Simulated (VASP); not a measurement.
# AlRu (Pm-3m) in VASP: single point with PBE

Aim: the single point of AlRu with PBE.

All numbers are computed with VASP 6.6.1; they aren't measurements. Logs are shortened: lines on timing, memory, paths and dates and some standing lists are left out, and cuts for length are marked.

## (1) The cell of the first run

It takes space group Pm-3m (No. 221, cubic). The conventional cell has a = 2.956 Å, b = 2.956 Å, c = 2.956 Å, α = 90.00°, β = 90.00°, γ = 90.00°. Al (site symmetry m-3m) has 8 Ru at 2.56 Å and 6 Al at 2.96 Å within 3.4 Å. Ru (site symmetry m-3m) has 8 Al at 2.56 Å and 6 Ru at 2.96 Å within 3.4 Å.

## (2) Single point, PBE

Input file INCAR:

```
ALGO = Normal ; EDIFF = 1E-6
ENCUT = 500 ; GGA = PE
GGA_COMPAT = F ; ISIF = 2
ISMEAR = -1 ; LASPH = T
LCHARG = F ; LREAL = F
LWAVE = F ; NBANDS = 16
NELM = 120 ; PREC = Accurate
SIGMA = 0.0504
```

Input file KPOINTS:

```
k-points
0
Gamma
  11 11 11
```

Input file POSCAR:

```
AlRu
1.0
    2.9557570000      0.0000000000      0.0000000000
    0.0000000000      2.9557570000      0.0000000000
    0.0000000000      0.0000000000      2.9557570000
Al Ru
1 1
Direct
    0.0000000000      0.0000000000      0.0000000000
    0.5000000000      0.5000000000      0.5000000000
```

Potentials or basis: VASP PAW PBE potentials, release 64 (Al, Ru_pv).

On the command line:

```sh
$ cat potpaw_PBE.64/Al/POTCAR potpaw_PBE.64/Ru_pv/POTCAR > POTCAR
$ mpirun -np 1 vasp_std > vasp.out
```

OUTCAR:

```text
EDIFF = 1E-6
   ENCUT = 500
   GGA = PE
   ISIF = 2
   ISMEAR = -1
   LASPH = T
   LREAL = F
   NELM = 120
   PREC = Accurate

 ion  position               nearest neighbor table
   1  0.000  0.000  0.000-   2 2.56   2 2.56   2 2.56   2 2.56   2 2.56   2 2.56   2 2.56   2 2.56

   2  0.500  0.500  0.500-   1 2.56   1 2.56   1 2.56   1 2.56   1 2.56   1 2.56   1 2.56   1 2.56

  LATTYP: Found a simple cubic cell.
 ALAT       =     2.9557570000

  Lattice vectors:

 A1 = (   2.9557570000,   0.0000000000,   0.0000000000)
 A2 = (   0.0000000000,   2.9557570000,   0.0000000000)
 A3 = (   0.0000000000,   0.0000000000,   2.9557570000)

Analysis of symmetry for initial positions (statically):
=====================================================================
 Subroutine PRICEL returns:
 Original cell was already a primitive cell.

 Routine SETGRP: Setting up the symmetry group for a
 simple cubic supercell.

 Subroutine GETGRP returns: Found 48 space group operations
 (whereof 48 operations were pure point group operations)
 out of a pool of 48 trial point group operations.

The static configuration has the point symmetry O_h .

Analysis of symmetry for dynamics (positions and initial velocities):
=====================================================================
 Subroutine PRICEL returns:
 Original cell was already a primitive cell.

 Routine SETGRP: Setting up the symmetry group for a
 simple cubic supercell.

 Subroutine GETGRP returns: Found 48 space group operations
 (whereof 48 operations were pure point group operations)
 out of a pool of 48 trial point group operations.

The dynamic configuration has the point symmetry O_h .

 Subroutine INISYM returns: Found 48 space group operations
 (whereof 48 operations are pure point group operations),
 and found     1 'primitive' translations

----------------------------------------------------------------------------------------

                                     Primitive cell

  volume of cell :      25.8230

  direct lattice vectors                    reciprocal lattice vectors
     2.955757000  0.000000000  0.000000000     0.338322805  0.000000000  0.000000000
     0.000000000  2.955757000  0.000000000     0.000000000  0.338322805  0.000000000
     0.000000000  0.000000000  2.955757000     0.000000000  0.000000000  0.338322805

  length of vectors
     2.955757000  2.955757000  2.955757000     0.338322805  0.338322805  0.338322805

  position of ions in fractional coordinates (direct lattice)
     0.000000000  0.000000000  0.000000000
     0.500000000  0.500000000  0.500000000

  ion indices of the primitive-cell ions
   primitive index   ion index
                 1           1
                 2           2

----------------------------------------------------------------------------------------

 KPOINTS: k-points

Automatic generation of k-mesh.
 Grid dimensions read from file:
 generate k-points for:   11   11   11

 Generating k-lattice:

  Cartesian coordinates                     Fractional coordinates (reciprocal lattice)
     0.030756619  0.000000000  0.000000000     0.090909091  0.000000000  0.000000000
     0.000000000  0.030756619  0.000000000     0.000000000  0.090909091  0.000000000
     0.000000000  0.000000000  0.030756619     0.000000000  0.000000000  0.090909091

  Length of vectors
     0.030756619  0.030756619  0.030756619

  Shift w.r.t. Gamma in fractional coordinates (k-lattice)
     0.000000000  0.000000000  0.000000000

 Subroutine IBZKPT returns following result:
 ===========================================

 Found     56 irreducible k-points:

 Following reciprocal coordinates:
            Coordinates               Weight
  0.000000  0.000000  0.000000      1.000000
  0.090909  0.000000  0.000000      6.000000
  0.181818  0.000000  0.000000      6.000000
  0.272727  0.000000  0.000000      6.000000
  0.363636  0.000000  0.000000      6.000000
  0.454545  0.000000  0.000000      6.000000
[... 16 lines left out ...]
  0.181818  0.090909  0.090909     24.000000
  0.272727  0.090909  0.090909     24.000000
 [... further k-points ...]
   k-points           NKPTS =     56   k-points in BZ     NKDIM =     56   number of bands    NBANDS=     16
   number of dos      NEDOS =    301   number of ions     NIONS =      2
   total plane-waves  NPLWV =  13824
   dimension x,y,z NGX =    24 NGY =   24 NGZ =   24
   dimension x,y,z NGXF=    48 NGYF=   48 NGZF=   48
   ions per type =               1   1
   NGX,Y,Z   is equivalent  to a cutoff of  13.50, 13.50, 13.50 a.u.
   NGXF,Y,Z  is equivalent  to a cutoff of  27.00, 27.00, 27.00 a.u.
 SYSTEM =  unknown system
   PREC   = accura    normal or accurate (medium, high low for compatibility)
   ISTART =      0    job   : 0-new  1-cont  2-samecut
   ICHARG =      2    charge: 1-file 2-atom 10-const
   ISPIN  =      1    spin polarized calculation?
   LNONCOLLINEAR =      F non collinear calculations
   LSORBIT =      F    spin-orbit coupling
   LASPH  =      T    aspherical Exc in radial PAW
   ENCUT  =  500.0 eV  36.75 Ry    6.06 a.u.   5.39  5.39  5.39*2*pi/ulx,y,z
   NELM   =    120;   NELMIN=  2; NELMDL= -5     # of ELM steps
   EDIFF  = 0.1E-05   stopping-criterion for ELM
   LREAL  =      F    real-space projection
   EDIFFG = 0.1E-04   stopping-criterion for IOM
   NSW    =      0    number of steps for IOM
   IBRION =     -1    ionic relax: 0-MD 1-quasi-New 2-CG
   NFREE  =      0    steps in history (QN), initial steepest desc. (CG)
   ISIF   =      2    stress and relaxation
   ISYM   =      2    0-nonsym 1-usesym 2-fastsym
   POTIM  = 0.5000    time-step for ionic-motion
   TEBEG  =    0.0;   TEEND  =   0.0 temperature during run
   PSTRESS=    0.0 pullay stress
   NELECT =      17.0000    total number of electrons
   NUPDOWN=      -1.0000    fix difference up-down
   EMIN   =  10.00;   EMAX   =-10.00  energy-range for DOS
   EFERMI =   0.00;   METHOD = LEGACY
   ISMEAR =    -1;   SIGMA  =   0.05  broadening in eV -4-tet -1-fermi 0-gaus
   EFERMI_NEDOS =   21; number of points for ismear=-14 and -15
   IALGO  =     38    algorithm
   IMIX   =      4    mixing-type and parameters
     AMIX     =   0.40;   BMIX     =  1.00
     AMIX_MAG =   1.60;   BMIX_MAG =  1.00
  volume/ion in A,a.u.               =      12.91        87.13
  Fermi-wavevector in a.u.,A,eV,Ry     =   1.424150  2.691253 27.595381  2.028203
  Thomas-Fermi vector in A             =   2.544672
   LORBIT       =      0    0 simple, 1 ext, 2 COOP (PROOUT), +10 PAW based schemes
   GGA     = PE    functional components
   LHFCALC =     F    Hartree Fock is set to
   AEXX    =    0.0000 exact exchange contribution
   IVDW    =     0    specifies the selected vdW correction
   LEPSILON=     F    determine dielectric tensor
   LRPA    =     F    only Hartree local field effects (RPA)
 non-spin polarized calculation
  energy-cutoff  :      500.00
  volume of cell :       25.82
 maximum number of plane-waves:       691
 NGX is ok and might be reduce to    24
   NGX = 11   NGY = 11   NGZ = 11

 number of electron      16.9999998 magnetization

 Free energy of the ion-electron system (eV)
  ---------------------------------------------------
  ext. energy  EPLUGINS =         0.00000000
  ---------------------------------------------------
  free energy    TOTEN  =       -14.21539007 eV

  energy without entropy =      -14.20125415  energy(sigma->0) =      -14.20832211

 E-fermi :  11.2331     XC(G=0): -12.7530

 val. band max:       11.2238108615   @ k =   0.4545   0.3636   0.2727
 cond. band min:      11.2562836424   @ k =   0.4545   0.3636   0.3636
 fundamental gap:      0.0324727810
 Fermi energy:        11.2330968622

 k-point     1 :       0.0000    0.0000    0.0000
  band No.  band energies     occupation
      1     -30.5456      2.00000
      2     -30.5456      2.00000
      3     -30.5456      2.00000
      4       1.3486      2.00000
      5       7.4666      2.00000
      6       7.4666      2.00000
[... 8 lines left out ...]
     15      23.3503      0.00000
     16      27.0463      0.00000

 k-point     2 :       0.0909    0.0000    0.0000
  band No.  band energies     occupation
      1     -30.5649      2.00000
      2     -30.5440      2.00000
      3     -30.5440      2.00000
      4       1.5124      2.00000
      5       7.5249      2.00000
      6       7.5263      2.00000
[... 8 lines left out ...]
     15      23.3509      0.00000
     16      27.5477      0.00000

 k-point     3 :       0.1818    0.0000    0.0000
  band No.  band energies     occupation
      1     -30.6164      2.00000
      2     -30.5397      2.00000
      3     -30.5397      2.00000
      4       1.9906      2.00000
      5       7.6303      2.00000
      6       7.6876      2.00000
[... 8 lines left out ...]
     15      23.9068      0.00000
     16      29.1027      0.00000

 k-point     4 :       0.2727    0.0000    0.0000
  band No.  band energies     occupation
      1     -30.6834      2.00000
      2     -30.5339      2.00000
      3     -30.5339      2.00000
      4       2.7467      2.00000
      5       7.5471      2.00000
      6       7.9163      2.00000
[... 8 lines left out ...]
     15      24.4752      0.00000
     16      27.6761      0.00000
[... 324 lines left out ...]
 k-point    22 :       0.0909    0.0909    0.0909
  band No.  band energies     occupation
      1     -30.5632      2.00000
      2     -30.5607      2.00000
      3     -30.5607      2.00000
      4       1.8336      2.00000
      5       7.6500      2.00000
      6       7.6500      2.00000
[... 8 lines left out ...]
     15      23.3508      0.00000
     16      28.3847      0.00000

 k-point    23 :       0.1818    0.0909    0.0909
  band No.  band energies     occupation
      1     -30.6128      2.00000
      2     -30.5577      2.00000
      3     -30.5562      2.00000
      4       2.2982      2.00000
      5       7.7770      2.00000
      6       7.8072      2.00000
[... 8 lines left out ...]
     15      24.2536      0.00000
     16      28.3698      0.00000

 k-point    24 :       0.2727    0.0909    0.0909
  band No.  band energies     occupation
      1     -30.6792      2.00000
      2     -30.5517      2.00000
      3     -30.5504      2.00000
      4       3.0293      2.00000
      5       7.6808      2.00000
      6       8.0344      2.00000
[... 8 lines left out ...]
     15      25.3270      0.00000
     16      26.5090      0.00000

 [... further k-points ...]
[... 5 lines left out ...]
  --------------------------------------------------------------------------------------
  -------------------------------------------------------------------------------------
  Total        1.7809519      1.7809519      1.7809519      0.0000000      0.0000000     -0.0000000
  in kB      110.4985512    110.4985512    110.4985512      0.0000000      0.0000000     -0.0000000
  external PRESSURE =     110.4985512 kB  Pullay stress =       0.0000000 kB

 VOLUME and BASIS-vectors are now :
 -----------------------------------------------------------------------------
  energy-cutoff  :      500.00
  volume of cell :       25.82
      direct lattice vectors                 reciprocal lattice vectors
     2.955757000  0.000000000  0.000000000     0.338322805  0.000000000  0.000000000
     0.000000000  2.955757000  0.000000000     0.000000000  0.338322805  0.000000000
     0.000000000  0.000000000  2.955757000     0.000000000  0.000000000  0.338322805

 POSITION                                       TOTAL-FORCE (eV/Angst)
 -----------------------------------------------------------------------------------
      0.00000      0.00000      0.00000         0.000000      0.000000      0.000000
      1.47788      1.47788      1.47788         0.000000      0.000000      0.000000
 -----------------------------------------------------------------------------------
    total drift:                                0.000000     -0.000000     -0.000000

  FREE ENERGIE OF THE ION-ELECTRON SYSTEM (eV)
  ---------------------------------------------------
  free  energy   TOTEN  =       -14.2153900726 eV

  energy  without entropy=      -14.2012541475  energy(sigma->0) =      -14.20832211
```

Run time: 7.2 s. Hardware: 1 thread of Intel Xeon Platinum 8488C (Sapphire Rapids), shared host; peak memory 0.15 GiB.

What came out:

| Quantity | Value |
| --- | --- |
| Free energy | -14.2154 eV |
| Pressure | 11.0 GPa |
